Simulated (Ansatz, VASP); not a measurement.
**Two plane-wave programs on CuI**

Contents of POSCAR:

```
CuI
1.0
    0.0000000000      3.0711175128      3.0711175128
    3.0711175128      0.0000000000      3.0711175128
    3.0711175128      3.0711175128      0.0000000000
Cu I
1 1
Direct
    0.2500000000      0.2500000000      0.2500000000
    0.0000000000      0.0000000000      0.0000000000
```

The input INCAR.step1:

```
SYSTEM = CuI
PREC = Accurate ; ENCUT = 520
ISMEAR = 0 ; SIGMA = 0.01
LREAL = .False. ; LASPH = .True.
NELM = 100 ; NBANDS = 16
GGA = PE ; ALGO = Normal
EDIFF = 1E-4 ; LWAVE = .True.
LCHARG = .False.
```

INCAR.step2

```
SYSTEM = CuI
PREC = Accurate ; ENCUT = 520
EDIFF = 1E-7 ; ISMEAR = 0
SIGMA = 0.01 ; LREAL = .False.
LASPH = .True. ; NELM = 100
ALGO = Normal ; ISIF = 2
LWAVE = .False. ; LCHARG = .True.
METAGGA = R2SCAN ; LMIXTAU = .True.
LELF = .True. ; LVHAR = .True.
NBANDS = 16 ; ISTART = 1
```

The input KPOINTS:

```
Automatic mesh
0
Gamma
  6 6 6
  0 0 0
```

Input for Ansatz:

```yaml
crystal:
  lattice:
    - [0.0, 3.0711175128, 3.0711175128]
    - [3.0711175128, 0.0, 3.0711175128]
    - [3.0711175128, 3.0711175128, 0.0]
  atoms:
    - { symbol: Cu, position: [0.25, 0.25, 0.25] }
    - { symbol: I, position: [0.0, 0.0, 0.0] }
kpoints:
  mp_grid: { grid: [6, 6, 6] }
hamiltonian:
  xc: r2scan
scf:
  occupations: { method: fixed }
  n_extra_bands: 4
output:
  forces: true
  stress: true
  eigenvalues: true
```

Alike in both runs: task single point; functional r2SCAN; k mesh 6 × 6 × 6; no spin polarisation.

|  | VASP | Ansatz |
| --- | --- | --- |
| version | VASP 6.6.1 | Ansatz 0.2.0 |
| potentials or method | VASP PAW PBE potentials, release 64 (Cu, I) | plane waves, PAW |
| plane-wave cutoff (eV) | 520 | 500 |
| occupations | gaussian, width 0.01 eV | fixed |
| valence electrons in the cell | 18 | 36 |

```csv
,VASP,Ansatz,Ansatz less VASP
gap on the k mesh at the Fermi level (eV),1.51,1.50,-0.002
pressure (GPa),-2.2,-2.2,+0.03
```

VASP's potentials were made for PBE, not for r2SCAN. VASP's potentials hold 18 valence electrons a cell and Ansatz's 36, so a difference there can come from the potentials and not from the codes.

Neither program's run includes spin-orbit coupling.
